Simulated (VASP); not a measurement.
# MgS (R3m) in VASP: notebook

MgS is run at these levels: HSE06; tasks: single point.

All numbers are computed with VASP 6.6.1; they aren't measurements. Logs are shortened: lines on timing, memory, paths and dates and some standing lists are left out, and cuts for length are marked.

**1. The cell of the first run**

It takes space group R3m (No. 160, trigonal). The conventional cell has a = 4.084 Å, b = 4.084 Å, c = 9.667 Å, α = 90.00°, β = 90.00°, γ = 120.00°. Mg (site symmetry 3m) has 4 S at 2.46 to 2.48 Å within 3.2 Å. Within 3.2 Å of S (site symmetry 3m) lie 4 Mg at 2.46 to 2.48 Å.

**2. Single point, HSE06 (epitaxial 111 strain +2.0%)**

Input file POSCAR:

```
MgS
1.0
   -0.0645077188      2.8229866592      2.8229866592
    2.8229866592     -0.0645077188      2.8229866592
    2.8229866592      2.8229866592     -0.0645077188
Mg S
1 1
Direct
   -0.0020299867     -0.0020299867     -0.0020299867
    0.2520299867      0.2520299867      0.2520299867
```

Input file INCAR.step1:

```
SYSTEM = MgS
PREC = Accurate
ENCUT = 520
EDIFF = 1E-5
ISMEAR = 0
SIGMA = 0.01
LREAL = .FALSE.
LASPH = .TRUE.
NELM = 80
ALGO = Normal
ISIF = 2
LWAVE = .TRUE.
LCHARG = .FALSE.
NBANDS = 11
GGA = PE
```

Input file INCAR.step2:

```
SYSTEM = MgS
PREC = Accurate
ENCUT = 520
EDIFF = 1E-6
ISMEAR = 0
SIGMA = 0.01
LREAL = .FALSE.
LASPH = .TRUE.
NELM = 80
ALGO = Normal
ISIF = 2
LWAVE = .FALSE.
LCHARG = .FALSE.
GGA = PE
LHFCALC = .TRUE.
HFSCREEN = 0.2079
PRECFOCK = Normal
NBANDS = 11
ISTART = 1
```

Input file KPOINTS:

```
Automatic mesh
0
G
  6 6 6
  0 0 0
```

Potentials or basis: VASP PAW PBE potentials, release 64 (Mg, S).

On the command line:

```bash
$ cat potpaw_PBE.64/Mg/POTCAR potpaw_PBE.64/S/POTCAR > POTCAR
$ cp INCAR.step1 INCAR
$ mpirun -np 1 vasp_std > vasp.out
$ cp INCAR.step2 INCAR
$ mpirun -np 1 vasp_std > vasp.out
```

OUTCAR:

```text
SYSTEM = MgS
   PREC = Accurate
   ENCUT = 520
   EDIFF = 1E-6
   ISMEAR = 0
   LREAL = .FALSE.
   LASPH = .TRUE.
   NELM = 80
   ISIF = 2
   GGA = PE
   LHFCALC = .TRUE.
   HFSCREEN = 0.2079
   PRECFOCK = Normal
   ISTART = 1

 ion  position               nearest neighbor table
   1  0.998  0.998  0.998-   2 2.46   2 2.48   2 2.48   2 2.48
   2  0.252  0.252  0.252-   1 2.46   1 2.48   1 2.48   1 2.48

  LATTYP: Found a trigonal (rhomboedric) cell.
 ALAT       =     3.9928271440
 COS(alpha) =     0.4770245816

  Lattice vectors:

 A1 = (  -0.0645077188,   2.8229866592,   2.8229866592)
 A2 = (   2.8229866592,  -0.0645077188,   2.8229866592)
 A3 = (   2.8229866592,   2.8229866592,  -0.0645077188)

Analysis of symmetry for initial positions (statically):
=====================================================================
 Subroutine PRICEL returns:
 Original cell was already a primitive cell.

 Routine SETGRP: Setting up the symmetry group for a
 trigonal (rhombohedral) supercell.

 Subroutine GETGRP returns: Found  6 space group operations
 (whereof  6 operations were pure point group operations)
 out of a pool of 12 trial point group operations.

The static configuration has the point symmetry C_3v.

Analysis of symmetry for dynamics (positions and initial velocities):
=====================================================================
 Subroutine PRICEL returns:
 Original cell was already a primitive cell.

 Routine SETGRP: Setting up the symmetry group for a
 trigonal (rhombohedral) supercell.

 Subroutine GETGRP returns: Found  6 space group operations
 (whereof  6 operations were pure point group operations)
 out of a pool of 12 trial point group operations.

The dynamic configuration has the point symmetry C_3v.

 Subroutine INISYM returns: Found  6 space group operations
 (whereof  6 operations are pure point group operations),
 and found     1 'primitive' translations

----------------------------------------------------------------------------------------

                                     Primitive cell

  volume of cell :      46.5362

  direct lattice vectors                    reciprocal lattice vectors
    -0.064507719  2.822986659  2.822986659    -0.171159210  0.175161811  0.175161811
     2.822986659 -0.064507719  2.822986659     0.175161811 -0.171159210  0.175161811
     2.822986659  2.822986659 -0.064507719     0.175161811  0.175161811 -0.171159210

[... 99 lines left out ...]
   EFERMI_NEDOS =   21; number of points for ismear=-14 and -15
   IALGO  =     38    algorithm
   IMIX   =      1    mixing-type and parameters
     AMIX     =   0.40;   BMIX     =  1.00
     AMIX_MAG =   1.60;   BMIX_MAG =  1.00
  volume/ion in A,a.u.               =      23.27       157.02
  Fermi-wavevector in a.u.,A,eV,Ry     =   0.910279  1.720178 11.273901  0.828608
  Thomas-Fermi vector in A             =   2.034423
   LORBIT       =      0    0 simple, 1 ext, 2 COOP (PROOUT), +10 PAW based schemes
   GGA     = PE    functional components
   LHFCALC =     T    Hartree Fock is set to
   PRECFOCK=normal    Normal, Fast or Accurate (Low or Medium for compatibility)
   ENCUT4O =  -1.0   cutoff for four orbital integrals eV
   NKREDX  =     1    reduce k-point grid by
   NKREDY  =     1    reduce k-point grid by
   NKREDZ  =     1    reduce k-point grid by
   AEXX    =    0.2500 exact exchange contribution
   HFSCREEN=    0.2079 screening length (either q_TF or 0.3 A-1)
   HFSCREENC=   0.2079 screening length for correlation (either q_TF or 0.3 A-1)
   ENCUTFOCK=  -1.0 apply spherical cutoff to Coloumb kernel
   IVDW    =     0    specifies the selected vdW correction
   LEPSILON=     F    determine dielectric tensor
   LRPA    =     F    only Hartree local field effects (RPA)
 non-spin polarized calculation
 Gauss-broadening in eV      SIGMA  =   0.01
  energy-cutoff  :      520.00
  volume of cell :       46.54
 maximum number of plane-waves:      1269
 NGX is ok and might be reduce to    30
  NGX = 24; NGY = 24; NGZ = 24

 number of electron       8.0000000 magnetization

 Free energy of the ion-electron system (eV)
  ---------------------------------------------------
  ext. energy  EPLUGINS =         0.00000000
  ---------------------------------------------------
  free energy    TOTEN  =        -9.83259918 eV

  energy without entropy =       -9.83259918  energy(sigma->0) =       -9.83259918

 E-fermi :   0.3653     XC(G=0):  -6.9442

 val. band max:        0.3051989165   @ k =   0.0000   0.0000   0.0000
 cond. band min:       4.5407080813   @ k =   0.0000   0.0000   0.0000
 fundamental gap:      4.2355091649
 Fermi energy:         0.3653186456

 k-point     1 :       0.0000    0.0000    0.0000
  band No.  band energies     occupation
      1     -12.1534      2.00000
      2       0.1245      2.00000
      3       0.1245      2.00000
      4       0.3052      2.00000
      5       4.5407      0.00000
      6       9.1399      0.00000
      7       9.1399      0.00000
      8       9.6208      0.00000
      9      12.3231      0.00000
     10      12.3231      0.00000
     11      14.9869      0.00000
[... 309 lines left out ...]
 k-point    24 :      -0.3333    0.5000    0.1667
  band No.  band energies     occupation
      1     -11.2043      2.00000
      2      -2.4675      2.00000
      3      -1.4589      2.00000
      4      -1.1137      2.00000
      5       6.1544      0.00000
      6       8.1339      0.00000
      7      10.5814      0.00000
      8      10.9381      0.00000
      9      13.9431      0.00000
     10      15.3604      0.00000
     11      15.4290      0.00000

 [... further k-points ...]

------------------------ aborting loop because EDIFF is reached ----------------------------------------

  FORCE on cell =-STRESS in cart. coord.  units (eV):
  Direction    XX          YY          ZZ          XY          YZ          ZX
  --------------------------------------------------------------------------------------
  -------------------------------------------------------------------------------------
  Total       -0.4637535     -0.4637535     -0.4637535      0.2057083      0.2057083      0.2057083
  in kB      -15.9664092    -15.9664092    -15.9664092      7.0822584      7.0822584      7.0822584
  external PRESSURE =     -15.9664092 kB  Pullay stress =       0.0000000 kB

 VOLUME and BASIS-vectors are now :
 -----------------------------------------------------------------------------
  energy-cutoff  :      520.00
  volume of cell :       46.54
      direct lattice vectors                 reciprocal lattice vectors
    -0.064507719  2.822986659  2.822986659    -0.171159210  0.175161811  0.175161811
     2.822986659 -0.064507719  2.822986659     0.175161811 -0.171159210  0.175161811
     2.822986659  2.822986659 -0.064507719     0.175161811  0.175161811 -0.171159210

 POSITION                                       TOTAL-FORCE (eV/Angst)
 -----------------------------------------------------------------------------------
      5.57014      5.57014      5.57014        -0.001899     -0.001899     -0.001899
      1.40670      1.40670      1.40670         0.001899      0.001899      0.001899
 -----------------------------------------------------------------------------------
    total drift:                               -0.000054     -0.000054     -0.000055

  FREE ENERGIE OF THE ION-ELECTRON SYSTEM (eV)
  ---------------------------------------------------
  free  energy   TOTEN  =        -9.8325991823 eV

  energy  without entropy=       -9.8325991823  energy(sigma->0) =       -9.83259918
```

OUTCAR.step1:

```text
SYSTEM = MgS
   PREC = Accurate
   ENCUT = 520
   EDIFF = 1E-5
   ISMEAR = 0
   LREAL = .FALSE.
   LASPH = .TRUE.
[... 559 lines left out ...]
      5.57014      5.57014      5.57014        -0.007179     -0.007179     -0.007179
      1.40670      1.40670      1.40670         0.007179      0.007179      0.007179
 -----------------------------------------------------------------------------------
    total drift:                               -0.000146     -0.000146     -0.000146

  FREE ENERGIE OF THE ION-ELECTRON SYSTEM (eV)
  ---------------------------------------------------
  free  energy   TOTEN  =        -8.4652421517 eV

  energy  without entropy=       -8.4652421517  energy(sigma->0) =       -8.46524215
```

It took 10 min on 1 thread of Intel Xeon 6975P-C (Granite Rapids), shared host; peak memory 0.29 GiB.

Results:

```yaml
Free_energy: -9.8326 eV
Pressure: -1.6 GPa
Largest_force: 0.003 eV/Å
Band_gap_on_the_k_mesh: 4.24 eV
```

Forces on the atoms (eV/Å):
```
Mg  -0.002 -0.002 -0.002
S    0.002  0.002  0.002
```

Levels at points of the mesh, in eV from the valence-band top:
```csv
k point,band 1,band 2,band 3,band 4,band 5,band 6,band 7,band 8,band 9
"(0.00, 0.00, 0.00)",-12.46,-0.18,-0.18,0.00,4.24,8.83,8.83,9.32,12.02
"(0.50, 0.00, 0.00)",-11.76,-3.44,-0.48,-0.39,6.05,8.60,8.85,9.58,13.90
"(0.50, 0.50, 0.00)",-11.52,-3.10,-1.32,-1.12,4.73,6.59,12.20,13.35,13.51
"(0.50, 0.50, 0.50)",-11.69,-3.37,-0.58,-0.58,5.85,8.47,8.47,9.60,13.93
```

Caveat: the cell differs from its parent crystal (epitaxial 111 strain +2.0%); the PAW data sets were made with another functional, which shifts forces and pressure a little. A k mesh can miss the band edges.

**3. Single point, HSE06 (epitaxial 111 strain +3.0%)**

Input file POSCAR:

```
MgS
1.0
   -0.0983390638      2.8174640826      2.8174640826
    2.8174640826     -0.0983390638      2.8174640826
    2.8174640826      2.8174640826     -0.0983390638
Mg S
1 1
Direct
   -0.0031660414     -0.0031660414     -0.0031660414
    0.2531660414      0.2531660414      0.2531660414
```

Input file INCAR.step1:

```
SYSTEM = MgS
ALGO = Normal
EDIFF = 1E-5
ENCUT = 520
GGA = PE
ISIF = 2
ISMEAR = 0
LASPH = .True.
LCHARG = .False.
LREAL = .False.
LWAVE = .True.
NBANDS = 11
NELM = 60
PREC = Accurate
SIGMA = 0.01
```

Input file INCAR.step2:

```
SYSTEM = MgS
ALGO = Normal
EDIFF = 1E-7
ENCUT = 520
GGA = PE
HFSCREEN = 0.2079
ISIF = 2
ISMEAR = 0
ISTART = 1
LASPH = .True.
LCHARG = .False.
LHFCALC = .True.
LREAL = .False.
LWAVE = .False.
NBANDS = 11
NELM = 60
PREC = Accurate
PRECFOCK = Normal
SIGMA = 0.01
```

Input file KPOINTS:

```
k-points
0
Gamma
  6 6 6
  0 0 0
```

Potentials or basis: VASP PAW PBE potentials, release 64 (Mg, S).

On the command line:

```bash
$ cat potpaw_PBE.64/Mg/POTCAR potpaw_PBE.64/S/POTCAR > POTCAR
$ cp INCAR.step1 INCAR
$ mpirun -np 1 vasp_std > vasp.out
$ cp INCAR.step2 INCAR
$ mpirun -np 1 vasp_std > vasp.out
```

It took 11 min on 1 thread of Intel Xeon 6975P-C (Granite Rapids), shared host; peak memory 0.29 GiB.

The run converged. Its results:

```yaml
Free_energy: -9.8171 eV
Pressure: -2.2 GPa
Largest_force: 0.005 eV/Å
Band_gap_on_the_k_mesh: 4.09 eV
```

Forces in eV/Å, atoms in the order of the input:
```
Mg   0.003  0.003  0.003
S   -0.003 -0.003 -0.003
```

Stress tensor (GPa, compression positive):
```
-2.23  1.04  1.04
 1.04 -2.23  1.04
 1.04  1.04 -2.23
```

Levels at points of the mesh, in eV from the valence-band top:
```csv
k point,band 1,band 2,band 3,band 4,band 5,band 6,band 7,band 8,band 9
"(0.00, 0.00, 0.00)",-12.48,-0.26,-0.26,0.00,4.09,8.67,8.67,9.40,11.94
"(0.50, 0.00, 0.00)",-11.81,-3.47,-0.54,-0.40,5.96,8.49,8.85,9.45,13.75
"(0.50, 0.50, 0.00)",-11.56,-3.12,-1.41,-1.11,4.66,6.53,11.97,13.14,13.43
"(0.50, 0.50, 0.50)",-11.70,-3.36,-0.69,-0.69,5.67,8.29,8.29,9.47,13.80
```

Caveat: the cell differs from its parent crystal (epitaxial 111 strain +3.0%); the PAW data sets were made with another functional, which shifts forces and pressure a little.

(Part 1 of 2 ends here.)
